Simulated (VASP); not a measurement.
# Al2Cu (I4/mmm) in VASP: notebook

Al2Cu is run at these levels: LDA, PBEsol; tasks: single point.

Everything below comes from runs of VASP 6.6.1. Logs are shortened: lines on timing, memory, paths and dates and some standing lists are left out, and cuts for length are marked.

### 1 The cell of the first run

It takes space group I4/mmm (No. 139, tetragonal). Conventional cell: a = 4.226 Å, b = 4.226 Å, c = 5.934 Å, α = 90.00°, β = 90.00°, γ = 90.00°. Within 3.4 Å of Al (site symmetry -4m2) lie 4 Cu at 2.58 Å and 6 Al at 2.97 to 2.99 Å. Cu (site symmetry 4/mmm) has 8 Al at 2.58 Å within 3.4 Å.

### 2 Single point, LDA (functional LDA, strained)

Input file INCAR:

```
PREC = Accurate ; ENCUT = 520
EDIFF = 1E-6 ; ISMEAR = 0
SIGMA = 0.1 ; LREAL = F
LASPH = T ; NELM = 100
ALGO = Normal ; ISIF = 2
LWAVE = F ; LCHARG = F
NBANDS = 16
```

Input file KPOINTS:

```
Automatic mesh
0
Gamma
  14 14 14
```

Input file POSCAR:

```
Al2Cu
1.0
   -2.1128098093      2.1128098093      2.9669054383
    2.1128098093     -2.1128098093      2.9669054383
    2.1128098093      2.1128098093     -2.9669054383
Al Cu
2 1
Direct
    0.7500000000      0.2500000000      0.5000000000
    0.2500000000      0.7500000000      0.5000000000
    0.5000000000      0.5000000000      0.0000000000
```

Potentials or basis: VASP PAW LDA potentials, release 64 (Al, Cu).

On the command line:

```console
$ cat potpaw_LDA.64/Al/POTCAR potpaw_LDA.64/Cu/POTCAR > POTCAR
$ mpirun -np 1 vasp_std > vasp.out
```

OUTCAR:

```text
PREC = Accurate
   ENCUT = 520
   EDIFF = 1E-6
   ISMEAR = 0
   LREAL = F
   LASPH = T
   NELM = 100
   ISIF = 2

 ion  position               nearest neighbor table
   1  0.750  0.250  0.500-   3 2.58   3 2.58   3 2.58   3 2.58   2 2.97   2 2.97   2 2.99   2 2.99
                             2 2.99   2 2.99
   2  0.250  0.750  0.500-   3 2.58   3 2.58   3 2.58   3 2.58   1 2.97   1 2.97   1 2.99   1 2.99
                             1 2.99   1 2.99
   3  0.500  0.500  0.000-   2 2.58   1 2.58   1 2.58   2 2.58   1 2.58   2 2.58   2 2.58   1 2.58

  LATTYP: Found a body centered tetragonal cell.
 ALAT       =     4.2256196186
 C/A-ratio  =     1.4042463383

  Lattice vectors:

 A1 = (  -2.1128098093,   2.1128098093,   2.9669054383)
 A2 = (   2.1128098093,  -2.1128098093,   2.9669054383)
 A3 = (   2.1128098093,   2.1128098093,  -2.9669054383)

Analysis of symmetry for initial positions (statically):
=====================================================================
 Subroutine PRICEL returns:
 Original cell was already a primitive cell.

 Routine SETGRP: Setting up the symmetry group for a
 body centered tetragonal supercell.

 Subroutine GETGRP returns: Found 16 space group operations
 (whereof 16 operations were pure point group operations)
 out of a pool of 16 trial point group operations.

The static configuration has the point symmetry D_4h.

Analysis of symmetry for dynamics (positions and initial velocities):
=====================================================================
 Subroutine PRICEL returns:
 Original cell was already a primitive cell.

 Routine SETGRP: Setting up the symmetry group for a
 body centered tetragonal supercell.

 Subroutine GETGRP returns: Found 16 space group operations
 (whereof 16 operations were pure point group operations)
 out of a pool of 16 trial point group operations.

The dynamic configuration has the point symmetry D_4h.

 Subroutine INISYM returns: Found 16 space group operations
 (whereof 16 operations are pure point group operations),
 and found     1 'primitive' translations

----------------------------------------------------------------------------------------

                                     Primitive cell

  volume of cell :      52.9767

  direct lattice vectors                    reciprocal lattice vectors
    -2.112809809  2.112809809  2.966905438     0.000000000  0.236651684  0.168525762
     2.112809809 -2.112809809  2.966905438     0.236651684  0.000000000  0.168525762
     2.112809809  2.112809809 -2.966905438     0.236651684  0.236651684  0.000000000

  length of vectors
     4.210755094  4.210755094  4.210755094     0.290525304  0.290525304  0.334676022

  position of ions in fractional coordinates (direct lattice)
     0.750000000  0.250000000  0.500000000
     0.250000000  0.750000000  0.500000000
     0.500000000  0.500000000  0.000000000

  ion indices of the primitive-cell ions
   primitive index   ion index
                 1           1
                 2           2
                 3           3

----------------------------------------------------------------------------------------

 KPOINTS: Automatic mesh

Automatic generation of k-mesh.
 Grid dimensions read from file:
 generate k-points for:   14   14   14

 Generating k-lattice:

  Cartesian coordinates                     Fractional coordinates (reciprocal lattice)
     0.000000000  0.016903692  0.012037554     0.071428571 -0.000000000  0.000000000
     0.016903692  0.000000000  0.012037554    -0.000000000  0.071428571  0.000000000
     0.016903692  0.016903692  0.000000000     0.000000000  0.000000000  0.071428571

  Length of vectors
     0.020751807  0.020751807  0.023905430

  Shift w.r.t. Gamma in fractional coordinates (k-lattice)
     0.000000000  0.000000000  0.000000000

 Subroutine IBZKPT returns following result:
 ===========================================

 Found    244 irreducible k-points:

 Following reciprocal coordinates:
            Coordinates               Weight
  0.000000  0.000000  0.000000      1.000000
  0.071429 -0.000000  0.000000      8.000000
  0.142857 -0.000000  0.000000      8.000000
  0.214286  0.000000  0.000000      8.000000
  0.285714 -0.000000  0.000000      8.000000
  0.357143 -0.000000  0.000000      8.000000
[... 16 lines left out ...]
  0.214286  0.142857  0.000000     16.000000
  0.285714  0.142857  0.000000     16.000000
 [... further k-points ...]
   k-points           NKPTS =    244   k-points in BZ     NKDIM =    244   number of bands    NBANDS=     16
   number of dos      NEDOS =    301   number of ions     NIONS =      3
   total plane-waves  NPLWV =  32768
   dimension x,y,z NGX =    32 NGY =   32 NGZ =   32
   dimension x,y,z NGXF=    64 NGYF=   64 NGZF=   64
   ions per type =               2   1
   NGX,Y,Z   is equivalent  to a cutoff of  12.63, 12.63, 12.63 a.u.
   NGXF,Y,Z  is equivalent  to a cutoff of  25.27, 25.27, 25.27 a.u.
 SYSTEM =  unknown system
   PREC   = accura    normal or accurate (medium, high low for compatibility)
   ISTART =      0    job   : 0-new  1-cont  2-samecut
   ICHARG =      2    charge: 1-file 2-atom 10-const
   ISPIN  =      1    spin polarized calculation?
   LNONCOLLINEAR =      F non collinear calculations
   LSORBIT =      F    spin-orbit coupling
   LASPH  =      T    aspherical Exc in radial PAW
   ENCUT  =  520.0 eV  38.22 Ry    6.18 a.u.   7.83  7.83  7.83*2*pi/ulx,y,z
   NELM   =    100;   NELMIN=  2; NELMDL= -5     # of ELM steps
   EDIFF  = 0.1E-05   stopping-criterion for ELM
   LREAL  =      F    real-space projection
   EDIFFG = 0.1E-04   stopping-criterion for IOM
   NSW    =      0    number of steps for IOM
   IBRION =     -1    ionic relax: 0-MD 1-quasi-New 2-CG
   NFREE  =      0    steps in history (QN), initial steepest desc. (CG)
   ISIF   =      2    stress and relaxation
   ISYM   =      2    0-nonsym 1-usesym 2-fastsym
   POTIM  = 0.5000    time-step for ionic-motion
   TEBEG  =    0.0;   TEEND  =   0.0 temperature during run
   PSTRESS=    0.0 pullay stress
   NELECT =      17.0000    total number of electrons
   NUPDOWN=      -1.0000    fix difference up-down
   EMIN   =  10.00;   EMAX   =-10.00  energy-range for DOS
   EFERMI =   0.00;   METHOD = LEGACY
   ISMEAR =     0;   SIGMA  =   0.10  broadening in eV -4-tet -1-fermi 0-gaus
   EFERMI_NEDOS =   21; number of points for ismear=-14 and -15
   IALGO  =     38    algorithm
   IMIX   =      4    mixing-type and parameters
     AMIX     =   0.40;   BMIX     =  1.00
     AMIX_MAG =   1.60;   BMIX_MAG =  1.00
  volume/ion in A,a.u.               =      17.66       119.17
  Fermi-wavevector in a.u.,A,eV,Ry     =   1.120804  2.118012 17.091658  1.256201
  Thomas-Fermi vector in A             =   2.257453
   LORBIT       =      0    0 simple, 1 ext, 2 COOP (PROOUT), +10 PAW based schemes
   GGA     = CA    functional components
   LHFCALC =     F    Hartree Fock is set to
   AEXX    =    0.0000 exact exchange contribution
   IVDW    =     0    specifies the selected vdW correction
   LEPSILON=     F    determine dielectric tensor
   LRPA    =     F    only Hartree local field effects (RPA)
 non-spin polarized calculation
 Gauss-broadening in eV      SIGMA  =   0.10
  energy-cutoff  :      520.00
  volume of cell :       52.98
 maximum number of plane-waves:      1440
   NGX = 15   NGY = 15   NGZ = 15

 number of electron      17.0000001 magnetization

 Free energy of the ion-electron system (eV)
  ---------------------------------------------------
  ext. energy  EPLUGINS =         0.00000000
  ---------------------------------------------------
  free energy    TOTEN  =       -13.40331193 eV

  energy without entropy =      -13.39744961  energy(sigma->0) =      -13.40038077

 E-fermi :   5.8240     XC(G=0): -10.2349

 val. band max:        5.8213314159   @ k =  -0.1429  -0.3571   0.1429
 cond. band min:       5.8251774313   @ k =  -0.1429   0.5000   0.0714
 fundamental gap:      0.0038460154
 Fermi energy:         5.8239563704

 k-point     1 :       0.0000    0.0000    0.0000
  band No.  band energies     occupation
      1      -3.7302      2.00000
      2       1.5953      2.00000
      3       1.6013      2.00000
      4       1.6013      2.00000
      5       2.1046      2.00000
      6       2.1133      2.00000
[... 8 lines left out ...]
     15      12.1946      0.00000
     16      12.3959      0.00000

 k-point     2 :       0.0714   -0.0000    0.0000
  band No.  band energies     occupation
      1      -3.6669      2.00000
      2       1.5761      2.00000
      3       1.6071      2.00000
      4       1.6107      2.00000
      5       2.1024      2.00000
      6       2.1109      2.00000
[... 8 lines left out ...]
     15      11.7467      0.00000
     16      12.1220      0.00000

 k-point     3 :       0.1429   -0.0000    0.0000
  band No.  band energies     occupation
      1      -3.4777      2.00000
      2       1.5069      2.00000
      3       1.6329      2.00000
      4       1.6362      2.00000
      5       2.0977      2.00000
      6       2.1057      2.00000
[... 8 lines left out ...]
     15      11.2521      0.00000
     16      11.8440      0.00000

 k-point     4 :       0.2143    0.0000    0.0000
  band No.  band energies     occupation
      1      -3.1649      2.00000
      2       1.3831      2.00000
      3       1.6678      2.00000
      4       1.6700      2.00000
      5       2.0964      2.00000
      6       2.1031      2.00000
[... 8 lines left out ...]
     15      11.4597      0.00000
     16      12.2544      0.00000
[... 324 lines left out ...]
 k-point    22 :       0.1429    0.1429    0.0000
  band No.  band energies     occupation
      1      -3.0588      2.00000
      2       1.3680      2.00000
      3       1.6644      2.00000
      4       1.6943      2.00000
      5       2.0621      2.00000
      6       2.1288      2.00000
[... 8 lines left out ...]
     15      12.3964      0.00000
     16      13.7850      0.00000

 k-point    23 :       0.2143    0.1429    0.0000
  band No.  band energies     occupation
      1      -2.6673      2.00000
      2       1.2251      2.00000
      3       1.6769      2.00000
      4       1.7380      2.00000
      5       2.0517      2.00000
      6       2.1436      2.00000
[... 8 lines left out ...]
     15      12.5010      0.00000
     16      14.8487      0.00000

 k-point    24 :       0.2857    0.1429    0.0000
  band No.  band energies     occupation
      1      -2.1644      2.00000
      2       0.9666      2.00000
      3       1.6825      2.00000
      4       1.7726      2.00000
      5       2.0611      2.00000
      6       2.1545      2.00000
[... 8 lines left out ...]
     15      12.3487      0.00000
     16      15.7713      0.00000

 [... further k-points ...]
[... 5 lines left out ...]
  --------------------------------------------------------------------------------------
  -------------------------------------------------------------------------------------
  Total       -3.8869123     -3.8869123     -3.7508084      0.0000000      0.0000000      0.0000000
  in kB     -117.5522156   -117.5522156   -113.4360152      0.0000000      0.0000000      0.0000000
  external PRESSURE =    -116.1801488 kB  Pullay stress =       0.0000000 kB

 VOLUME and BASIS-vectors are now :
 -----------------------------------------------------------------------------
  energy-cutoff  :      520.00
  volume of cell :       52.98
      direct lattice vectors                 reciprocal lattice vectors
    -2.112809809  2.112809809  2.966905438     0.000000000  0.236651684  0.168525762
     2.112809809 -2.112809809  2.966905438     0.236651684  0.000000000  0.168525762
     2.112809809  2.112809809 -2.966905438     0.236651684  0.236651684  0.000000000

 POSITION                                       TOTAL-FORCE (eV/Angst)
 -----------------------------------------------------------------------------------
      0.00000      2.11281      1.48345        -0.000000     -0.000000     -0.000000
      2.11281      0.00000      1.48345         0.000000      0.000000      0.000000
      0.00000      0.00000      2.96691         0.000000     -0.000000     -0.000000
 -----------------------------------------------------------------------------------
    total drift:                               -0.000000      0.000000     -0.000000

  FREE ENERGIE OF THE ION-ELECTRON SYSTEM (eV)
  ---------------------------------------------------
  free  energy   TOTEN  =       -13.4033119277 eV

  energy  without entropy=      -13.3974496135  energy(sigma->0) =      -13.40038077
```

Run time: 59 s. Hardware: 1 thread of Intel Xeon 6975P-C (Granite Rapids), shared host; peak memory 0.3 GiB.

Results:

| Property | Result |
| --- | --- |
| Free energy | -13.4033 eV |
| Pressure | -11.6 GPa |

Caveat: the cell differs from its parent crystal (functional LDA, strained).

### 3 Single point, PBEsol (functional PBEsol, strained)

Input file INCAR:

```
ALGO = Normal
EDIFF = 1E-6
ENCUT = 520
GGA = PS
ISIF = 2
ISMEAR = 0
LASPH = T
LCHARG = T
LELF = T
LREAL = F
LVHAR = T
LWAVE = F
NBANDS = 16
NELM = 100
PREC = Accurate
SIGMA = 0.1
```

Input file KPOINTS:

```
k-points
0
Gamma
  14 14 14
```

Input file POSCAR:

```
Al2Cu
1.0
   -1.9579762715      1.9579762715      2.7922474198
    1.9579762715     -1.9579762715      2.7922474198
    1.9579762715      1.9579762715     -2.7922474198
Al Cu
2 1
Direct
    0.7500000000      0.2500000000      0.5000000000
    0.2500000000      0.7500000000      0.5000000000
    0.5000000000      0.5000000000      0.0000000000
```

Potentials or basis: VASP PAW PBE potentials, release 64 (Al, Cu).

On the command line:

```console
$ cat potpaw_PBE.64/Al/POTCAR potpaw_PBE.64/Cu/POTCAR > POTCAR
$ mpirun -np 1 vasp_std > vasp.out
```

Wall time 74 s (1 thread of Intel Xeon 6975P-C (Granite Rapids), shared host); peak memory 0.29 GiB.

It converged, with:

* Free energy: -12.8670 eV
* Pressure: 12.0 GPa

Stress tensor (GPa, compression positive):
```
12.32  0.00  0.00
 0.00 12.32  0.00
 0.00  0.00 11.28
```

Levels at points of the mesh, in eV from the Fermi level:
```tsv
k point	band 5	band 6	band 7	band 8	band 9	band 10	band 11	band 12	band 13	band 14
(0.00, 0.00, 0.00)	-4.41	-4.39	2.87	2.94	2.94	3.24	3.24	3.34	5.40	7.29
(0.50, 0.00, 0.00)	-4.33	-4.32	-4.31	0.57	0.66	3.11	3.17	4.51	4.72	10.23
(0.50, 0.50, 0.00)	-4.44	-4.21	-4.04	-2.22	-2.15	0.72	1.43	9.30	11.52	11.60
(0.50, 0.50, 0.50)	-4.46	-4.20	-4.07	-2.12	-2.12	0.83	1.48	9.30	11.72	11.72
```

Caveat: the cell differs from its parent crystal (functional PBEsol, strained); the PAW data sets were made with another functional, which shifts forces and pressure a little.
